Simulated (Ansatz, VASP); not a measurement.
**One calculation of WF3, two programs**

```xyz
4
Lattice="4.1511 0.0000 0.0000 0.0000 4.1511 0.0000 0.0000 0.0000 4.1487" Properties=species:S:1:pos:R:3 pbc="T T T"
W     2.0755    2.0755    4.1494
F     2.0755    2.0755    2.0750
F     2.0755    0.0000    0.0010
F     0.0000    2.0755    0.0010
```

Alike in both runs: functional PBE; k mesh 4 × 4 × 4; occupations gaussian, width 0.1 eV; collinear spin.

Ansatz relaxed the structure, and its values are those at the end. VASP's run is a single point on that final structure, the one shown.

|  | VASP | Ansatz |
| --- | --- | --- |
| version | VASP 6.6.1 | Ansatz 0.2.0 |
| potentials or method | VASP PAW PBE potentials, release 64 (W_sv, F), cutoff 520 eV | scalar-relativistic, plane waves, PAW |
| valence electrons in the cell | 35 | 35 |

Ansatz gave:

| Item | Value |
| --- | --- |
| gap on the k mesh at the Fermi level (eV) | 0.22 |
| least direct gap on the mesh (eV) | 1.11 |
| pressure (GPa) | 0.1 |
| net moment per atom (μB) | 0.75 |
| size of the moment on the site where the two differ most (μB) | 1.48 |

Question: Which values does VASP return?

Answer: gap on the k mesh at the Fermi level (eV): 0.20; least direct gap on the mesh (eV): 1.10; pressure (GPa): 0.8; net moment per atom (μB): 0.75; size of the moment on the site where the two differ most (μB): 2.39.

Site moments also hang on the region over which each program counts them. Ansatz's warnings: no starting moments.

Spin-orbit coupling is off throughout.
